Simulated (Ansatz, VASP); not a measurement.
## Ru in VASP and in Ansatz

The input INCAR:

```
SYSTEM = Ru
PREC = Accurate
ENCUT = 520
EDIFF = 1E-7
ISMEAR = -1
SIGMA = 0.1
LREAL = .False.
LASPH = .True.
NELM = 100
ALGO = Normal
ISIF = 2
LWAVE = .False.
LCHARG = .False.
GGA = CA
NBANDS = 13
```

The input KPOINTS:

```
regular mesh
0
Gamma
  14 14 14
  0 0 0
```

POSCAR

```
Ru
1.0
    2.4642137828      0.0000000000      0.0000000000
    0.0000000000      2.4642137828      0.0000000000
    0.0000000000      0.0000000000      2.4642137828
Ru
1
Direct
    0.0000000000      0.0000000000      0.0000000000
```

Input for Ansatz:

```yaml
crystal:
  lattice:
    - [2.4642137828, 0.0, 0.0]
    - [0.0, 2.4642137828, 0.0]
    - [0.0, 0.0, 2.4642137828]
  atoms:
    - { symbol: Ru, position: [0.0, 0.0, 0.0] }
hamiltonian:
  xc: lda
  pseudopotentials:
    kind: paw
    azcp:
      Ru: "pseudopotentials/Ru.paw.azcp"
basis:
  ecutwfc: 420
  fft_grid_basis: typed
kpoints:
  mp_grid: { grid: [14, 14, 14], shift: [0, 0, 0] }
magnetization:
  spin_polarized: false
scf:
  occupations: { method: fermi_dirac, width: 0.1 }
  lower_state_search: "off"
output:
  stress: true
  write_density: true
  write_potential: true
  elf: true
  volumetric_format: npy
```

Alike in both runs: task single point; functional LDA; k mesh 14 × 14 × 14; occupations fermi-dirac, width 0.1 eV; no spin polarisation.

|  | VASP | Ansatz |
| --- | --- | --- |
| version | VASP 6.6.1 | Ansatz 0.2.0 |
| potentials or method | VASP PAW LDA potentials, release 64 (Ru_pv), cutoff 520 eV | plane waves (420 eV) with PAW, scalar-relativistic |
| valence electrons in the cell | 14 | 16 |

Ansatz gave:

| Property | Result |
| --- | --- |
| pressure (GPa) | 0.2 |

Question: What did VASP give for the same quantities?

Answer: Pressure (GPa): 1.1.

Ansatz warns that its potentials were made for another functional, while VASP's fit it. LDA's correlation is that of Perdew and Zunger in VASP and of Perdew and Wang (1992) in Ansatz. VASP's potentials hold 14 valence electrons a cell and Ansatz's 16, so a difference there can come from the potentials and not from the codes.
